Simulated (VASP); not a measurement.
Set up this calculation in VASP 6.6.1, as the native input.

- Task: single point
- Functional: PBEsol
- Potentials or basis: VASP PAW PBE potentials, release 64 (Zr_sv)
- Cutoff: 520 eV
- k mesh: 18 × 18 × 10
- Occupations: gaussian, width 0.15 eV
- Spin: no spin polarisation
- Dipole correction: no
- Further INCAR settings: ALGO = Fast; EDIFF = 1e-06; NBANDS = 19

The structure of Zr lies in POSCAR:

```
Zr
1.0
    3.3289581692      0.0000000000      0.0000000000
   -1.6644790846      2.8829623427      0.0000000000
    0.0000000000      0.0000000000      5.1470000000
Zr
2
Direct
    0.3333333333      0.6666666667      0.2500000000
    0.6666666667      0.3333333333      0.7500000000
```

This cell differs from its parent crystal: strain +0.030 along x and y, +0.000 along z.

One way to write it, as run:

INCAR

```
SYSTEM = Zr
PREC = Accurate
ENCUT = 520
EDIFF = 1E-6
ISMEAR = 0
SIGMA = 0.15
LREAL = .False.
LASPH = .True.
NELM = 100
ALGO = Fast
ISIF = 2
LWAVE = .False.
LCHARG = .False.
GGA = PS
NBANDS = 19
```

KPOINTS

```
regular mesh
0
Gamma
  18 18 10
  0 0 0
```

Potentials or basis: VASP PAW PBE potentials, release 64 (Zr_sv).

Run with:

```sh
$ cat potpaw_PBE.64/Zr_sv/POTCAR > POTCAR
$ mpirun -np 1 vasp_std > vasp.out
```

Results of the run:

```
Pressure               : -7.8 GPa
Band gap on the k mesh : zero (bands 12 and 13 overlap by 1.13 eV)
```

Caveat: the cell differs from its parent crystal (strain +0.030 along x and y, +0.000 along z); the cell stands under tension; the PAW data sets were made with another functional, which shifts forces and pressure a little.

Wall time 3 min on 1 thread of AMD EPYC 9R45 96-Core Processor (Zen 5), on a shared host, peak memory 0.27 GiB.
